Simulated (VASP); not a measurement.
# Ti3Al (Fm-3m) in VASP: further runs

Runs on Ti3Al. Level: PBE. Tasks: single point.

All numbers are computed with VASP 6.6.1; they aren't measurements. Logs are shortened: lines on timing, memory, paths and dates and some standing lists are left out, and cuts for length are marked.

## 1. The cell of the first run

Symmetry: Fm-3m, No. 225, cubic system. The conventional cell has a = 6.635 Å, b = 6.635 Å, c = 6.635 Å, α = 90.00°, β = 90.00°, γ = 90.00°. Ti (site symmetry -43m) has 10 Ti at 2.87 to 3.32 Å and 4 Al at 2.87 Å within 3.8 Å. Ti (site symmetry m-3m) has 8 Ti at 2.87 Å and 6 Al at 3.32 Å within 3.8 Å. Al (site symmetry m-3m) has 14 Ti at 2.87 to 3.32 Å within 3.8 Å.

## 2. Single point, PBE, collinear spin (18.26 Å³/atom)

INCAR

```
PREC = Accurate
ENCUT = 500
EDIFF = 1E-6
ISMEAR = 0
SIGMA = 0.15
LREAL = F
LASPH = T
NELM = 200
ALGO = Normal
ISIF = 2
LWAVE = F
LCHARG = T
ISPIN = 2
MAGMOM = 0.25 0.25 0.25 0
LORBIT = 11
NUPDOWN = 0.75
LMAXMIX = 4
GGA = PE
LELF = T
LVHAR = T
NBANDS = 32
GGA_COMPAT = F
```

KPOINTS

```
regular mesh
0
Gamma
  12 12 12
```

POSCAR

```
Ti3Al
1.0
    0.0000000000      3.3176889127      3.3176889127
    3.3176889127      0.0000000000      3.3176889127
    3.3176889127      3.3176889127      0.0000000000
Ti Al
3 1
Direct
    0.7500000000      0.7500000000      0.7500000000
    0.2500000000      0.2500000000      0.2500000000
    0.0000000000      0.0000000000      0.0000000000
    0.5000000000      0.5000000000      0.5000000000
```

Potentials or basis: VASP PAW PBE potentials, release 64 (Ti_sv, Al).

Command:

```sh
$ cat potpaw_PBE.64/Ti_sv/POTCAR potpaw_PBE.64/Al/POTCAR > POTCAR
$ mpirun -np 1 vasp_std > vasp.out
```

OUTCAR:

```text
PREC = Accurate
   ENCUT = 500
   EDIFF = 1E-6
   ISMEAR = 0
   LREAL = F
   LASPH = T
   NELM = 200
   ISIF = 2
   ISPIN = 2
   LORBIT = 11
   NUPDOWN = 0.75
   GGA = PE

 ion  position               nearest neighbor table
   1  0.750  0.750  0.750-   4 2.87   4 2.87   4 2.87   3 2.87   4 2.87   3 2.87   3 2.87   3 2.87

   2  0.250  0.250  0.250-   3 2.87   3 2.87   3 2.87   3 2.87   4 2.87   4 2.87   4 2.87   4 2.87

   3  0.000  0.000  0.000-   1 2.87   1 2.87   1 2.87   1 2.87   2 2.87   2 2.87   2 2.87   2 2.87

   4  0.500  0.500  0.500-   2 2.87   2 2.87   2 2.87   1 2.87   2 2.87   1 2.87   1 2.87   1 2.87

  LATTYP: Found a face centered cubic cell.
 ALAT       =     6.6353778254

  Lattice vectors:

 A1 = (   0.0000000000,   3.3176889127,   3.3176889127)
 A2 = (   3.3176889127,   0.0000000000,   3.3176889127)
 A3 = (   3.3176889127,   3.3176889127,   0.0000000000)

Analysis of symmetry for initial positions (statically):
=====================================================================
 Subroutine PRICEL returns:
 Original cell was already a primitive cell.

 Routine SETGRP: Setting up the symmetry group for a
 face centered cubic supercell.

 Subroutine GETGRP returns: Found 48 space group operations
 (whereof 48 operations were pure point group operations)
 out of a pool of 48 trial point group operations.

The static configuration has the point symmetry O_h .

Analysis of symmetry for dynamics (positions and initial velocities):
=====================================================================
 Subroutine PRICEL returns:
 Original cell was already a primitive cell.

 Routine SETGRP: Setting up the symmetry group for a
 face centered cubic supercell.

 Subroutine GETGRP returns: Found 48 space group operations
 (whereof 48 operations were pure point group operations)
 out of a pool of 48 trial point group operations.

The dynamic configuration has the point symmetry O_h .

Analysis of structural, dynamic, and magnetic symmetry:
=====================================================================
 Subroutine PRICEL returns:
 Original cell was already a primitive cell.

 Routine SETGRP: Setting up the symmetry group for a
 face centered cubic supercell.

 Subroutine GETGRP returns: Found 48 space group operations
 (whereof 48 operations were pure point group operations)
 out of a pool of 48 trial point group operations.

The overall configuration has the point symmetry O_h .

 Subroutine INISYM returns: Found 48 space group operations
 (whereof 48 operations are pure point group operations),
 and found     1 'primitive' translations

----------------------------------------------------------------------------------------

                                     Primitive cell

  volume of cell :      73.0360

  direct lattice vectors                    reciprocal lattice vectors
     0.000000000  3.317688913  3.317688913    -0.150707319  0.150707319  0.150707319
     3.317688913  0.000000000  3.317688913     0.150707319 -0.150707319  0.150707319
     3.317688913  3.317688913  0.000000000     0.150707319  0.150707319 -0.150707319

  length of vectors
     4.691920656  4.691920656  4.691920656     0.261032733  0.261032733  0.261032733

  position of ions in fractional coordinates (direct lattice)
     0.750000000  0.750000000  0.750000000
     0.250000000  0.250000000  0.250000000
     0.000000000  0.000000000  0.000000000
     0.500000000  0.500000000  0.500000000

  ion indices of the primitive-cell ions
   primitive index   ion index
                 1           1
                 2           2
                 3           3
                 4           4

----------------------------------------------------------------------------------------

 KPOINTS: regular mesh

Automatic generation of k-mesh.
 Grid dimensions read from file:
 generate k-points for:   12   12   12

 Generating k-lattice:

  Cartesian coordinates                     Fractional coordinates (reciprocal lattice)
    -0.012558943  0.012558943  0.012558943     0.083333333  0.000000000  0.000000000
     0.012558943 -0.012558943  0.012558943     0.000000000  0.083333333  0.000000000
     0.012558943  0.012558943 -0.012558943     0.000000000  0.000000000  0.083333333

  Length of vectors
     0.021752728  0.021752728  0.021752728

  Shift w.r.t. Gamma in fractional coordinates (k-lattice)
     0.000000000  0.000000000  0.000000000

 Subroutine IBZKPT returns following result:
 ===========================================

 Found     72 irreducible k-points:

 Following reciprocal coordinates:
            Coordinates               Weight
  0.000000  0.000000  0.000000      1.000000
  0.083333  0.000000  0.000000      8.000000
  0.166667  0.000000  0.000000      8.000000
  0.250000  0.000000  0.000000      8.000000
  0.333333  0.000000  0.000000      8.000000
  0.416667  0.000000  0.000000      8.000000
[... 16 lines left out ...]
  0.500000  0.166667  0.000000     24.000000
 -0.416667  0.166667  0.000000     24.000000
 [... further k-points ...]
   k-points           NKPTS =     72   k-points in BZ     NKDIM =     72   number of bands    NBANDS=     32
   number of dos      NEDOS =    301   number of ions     NIONS =      4
   total plane-waves  NPLWV =  46656
   dimension x,y,z NGX =    36 NGY =   36 NGZ =   36
   dimension x,y,z NGXF=    72 NGYF=   72 NGZF=   72
   ions per type =               3   1
   NGX,Y,Z   is equivalent  to a cutoff of  12.76, 12.76, 12.76 a.u.
   NGXF,Y,Z  is equivalent  to a cutoff of  25.51, 25.51, 25.51 a.u.
 SYSTEM =  unknown system
   PREC   = accura    normal or accurate (medium, high low for compatibility)
   ISTART =      0    job   : 0-new  1-cont  2-samecut
   ICHARG =      2    charge: 1-file 2-atom 10-const
   ISPIN  =      2    spin polarized calculation?
   LNONCOLLINEAR =      F non collinear calculations
   LSORBIT =      F    spin-orbit coupling
   LASPH  =      T    aspherical Exc in radial PAW
   ENCUT  =  500.0 eV  36.75 Ry    6.06 a.u.   8.55  8.55  8.55*2*pi/ulx,y,z
   NELM   =    200;   NELMIN=  2; NELMDL= -5     # of ELM steps
   EDIFF  = 0.1E-05   stopping-criterion for ELM
   LREAL  =      F    real-space projection
   EDIFFG = 0.1E-04   stopping-criterion for IOM
   NSW    =      0    number of steps for IOM
   IBRION =     -1    ionic relax: 0-MD 1-quasi-New 2-CG
   NFREE  =      0    steps in history (QN), initial steepest desc. (CG)
   ISIF   =      2    stress and relaxation
   ISYM   =      2    0-nonsym 1-usesym 2-fastsym
   POTIM  = 0.5000    time-step for ionic-motion
   TEBEG  =    0.0;   TEEND  =   0.0 temperature during run
   PSTRESS=    0.0 pullay stress
   NELECT =      39.0000    total number of electrons
   NUPDOWN=       0.7500    fix difference up-down
   EMIN   =  10.00;   EMAX   =-10.00  energy-range for DOS
   EFERMI =   0.00;   METHOD = LEGACY
   ISMEAR =     0;   SIGMA  =   0.15  broadening in eV -4-tet -1-fermi 0-gaus
   EFERMI_NEDOS =   21; number of points for ismear=-14 and -15
   IALGO  =     38    algorithm
   IMIX   =      4    mixing-type and parameters
     AMIX     =   0.40;   BMIX     =  1.00
     AMIX_MAG =   1.60;   BMIX_MAG =  1.00
  volume/ion in A,a.u.               =      18.26       123.22
  Fermi-wavevector in a.u.,A,eV,Ry     =   1.328161  2.509860 24.000834  1.764012
  Thomas-Fermi vector in A             =   2.457419
   LORBIT       =     11    0 simple, 1 ext, 2 COOP (PROOUT), +10 PAW based schemes
   GGA     = PE    functional components
   LHFCALC =     F    Hartree Fock is set to
   AEXX    =    0.0000 exact exchange contribution
   IVDW    =     0    specifies the selected vdW correction
   LEPSILON=     F    determine dielectric tensor
   LRPA    =     F    only Hartree local field effects (RPA)
 spin polarized calculation
 Gauss-broadening in eV      SIGMA  =   0.15
  energy-cutoff  :      500.00
  volume of cell :       73.04
 maximum number of plane-waves:      1880
 NGX is ok and might be reduce to    36
   NGX = 17   NGY = 17   NGZ = 17

 number of electron      38.9999996 magnetization       0.7500000

 Free energy of the ion-electron system (eV)
  ---------------------------------------------------
  ext. energy  EPLUGINS =         0.00000000
  ---------------------------------------------------
  free energy    TOTEN  =       -27.70926814 eV

  energy without entropy =      -27.63315348  energy(sigma->0) =      -27.67121081

 E-fermi :   7.3842     XC(G=0): -10.8993

 val. band max:        7.3832103518   @ k =  -0.4167   0.2500   0.0000
 cond. band min:       7.2362925192   @ k =   0.5000   0.1667   0.0833
 fundamental gap:     -0.1469178326
 Fermi energy:         7.2350995327

 spin component 1

 k-point     1 :       0.0000    0.0000    0.0000
  band No.  band energies     occupation
      1     -49.5096      1.00000
      2     -49.4289      1.00000
      3     -49.3783      1.00000
      4     -25.8205      1.00000
      5     -25.8205      1.00000
      6     -25.8205      1.00000
[... 805 lines left out ...]
     30      11.2438      0.00000
     31      11.4853      0.00000

 [... further k-points ...]

 spin component 2

 k-point     1 :       0.0000    0.0000    0.0000
  band No.  band energies     occupation
      1     -49.4795      1.00000
      2     -49.4493      1.00000
      3     -48.8490      1.00000
      4     -25.7511      1.00000
      5     -25.7511      1.00000
      6     -25.7511      1.00000
[... 805 lines left out ...]
     30      11.3660      0.00000
     31      11.5670      0.00000

 [... further k-points ...]

 [bands above 31 left out]

------------------------ aborting loop because EDIFF is reached ----------------------------------------

  FORCE on cell =-STRESS in cart. coord.  units (eV):
  Direction    XX          YY          ZZ          XY          YZ          ZX
  --------------------------------------------------------------------------------------
  -------------------------------------------------------------------------------------
  Total       -3.7408481     -3.7408481     -3.7408481      0.0000000      0.0000000      0.0000000
  in kB      -82.0622983    -82.0622983    -82.0622983      0.0000000      0.0000000      0.0000000
  external PRESSURE =     -82.0622983 kB  Pullay stress =       0.0000000 kB

 VOLUME and BASIS-vectors are now :
 -----------------------------------------------------------------------------
  energy-cutoff  :      500.00
  volume of cell :       73.04
      direct lattice vectors                 reciprocal lattice vectors
     0.000000000  3.317688913  3.317688913    -0.150707319  0.150707319  0.150707319
     3.317688913  0.000000000  3.317688913     0.150707319 -0.150707319  0.150707319
     3.317688913  3.317688913  0.000000000     0.150707319  0.150707319 -0.150707319

 POSITION                                       TOTAL-FORCE (eV/Angst)
 -----------------------------------------------------------------------------------
      4.97653      4.97653      4.97653         0.000000     -0.000000     -0.000000
      1.65884      1.65884      1.65884         0.000000      0.000000      0.000000
      0.00000      0.00000      0.00000        -0.000000     -0.000000     -0.000000
      3.31769      3.31769      3.31769        -0.000000     -0.000000     -0.000000
 -----------------------------------------------------------------------------------
    total drift:                                0.000000      0.000000      0.000000

  FREE ENERGIE OF THE ION-ELECTRON SYSTEM (eV)
  ---------------------------------------------------
  free  energy   TOTEN  =       -27.7092681397 eV

  energy  without entropy=      -27.6331534786  energy(sigma->0) =      -27.67121081

 total charge

# of ion       s       p       d       tot
------------------------------------------
    1        2.199   6.106   1.856  10.160
    2        2.199   6.106   1.856  10.160
    3        2.235   6.076   1.919  10.230
    4        0.399   0.386   0.000   0.785
--------------------------------------------------
tot          7.032  18.674   5.630  31.336

 magnetization (x)

# of ion       s       p       d       tot
------------------------------------------
    1       -0.000   0.010  -0.025  -0.015
    2       -0.000   0.010  -0.025  -0.015
    3        0.009   0.008   0.618   0.635
    4       -0.002  -0.008   0.000  -0.011
--------------------------------------------------
tot          0.006   0.021   0.569   0.596
```

Run time: 3.2 min. Hardware: 1 thread of Intel Xeon 6975P-C (Granite Rapids), shared host; peak memory 0.38 GiB.

Results:

```yaml
Free_energy: -27.7093 eV
Pressure: -8.2 GPa
Net_moment: 0.75 μB per cell
Site_moments: Ti -0.01, +0.64 (each value once); Al -0.01 μB
Valence_electrons_inside_the_program's_atomic_spheres: Ti 10.16, 10.23 (each value once); Al 0.79
```

Caveat: the cell stands under tension; the total moment is fixed, so each spin has its own Fermi level.

## 3. Single point, PBE, collinear spin (18.26 Å³/atom)

INCAR

```
SYSTEM = Ti3Al
ALGO = Normal
EDIFF = 1E-6
ENCUT = 500
GGA = PE
GGA_COMPAT = .FALSE.
ISIF = 2
ISMEAR = 0
ISPIN = 2
LASPH = .TRUE.
LCHARG = .FALSE.
LMAXMIX = 4
LORBIT = 11
LREAL = .FALSE.
LWAVE = .FALSE.
MAGMOM = 0.75 0.75 0.75 0
NBANDS = 32
NELM = 200
NUPDOWN = 2.25
PREC = Accurate
SIGMA = 0.15
```

KPOINTS

```
k-points
0
G
  12 12 12
  0 0 0
```

POSCAR is that of step 2.

Potentials or basis: VASP PAW PBE potentials, release 64 (Ti_sv, Al).

Command:

```sh
$ cat potpaw_PBE.64/Ti_sv/POTCAR potpaw_PBE.64/Al/POTCAR > POTCAR
$ mpirun -np 1 vasp_std > vasp.out
```

Run time: 2.9 min. Hardware: 1 thread of Intel Xeon 6975P-C (Granite Rapids), shared host; peak memory 0.38 GiB.

Results (log left out):

```
Free energy                                           : -27.7817 eV
Pressure                                              : -7.5 GPa
Net moment                                            : 2.25 μB per cell
Site moments                                          : Ti +0.29, +1.09 (each value once); Al -0.03 μB
Valence electrons inside the program's atomic spheres : Ti 10.16, 10.23 (each value once); Al 0.79
```

Caveat: the cell stands under tension; the total moment is fixed, so each spin has its own Fermi level.
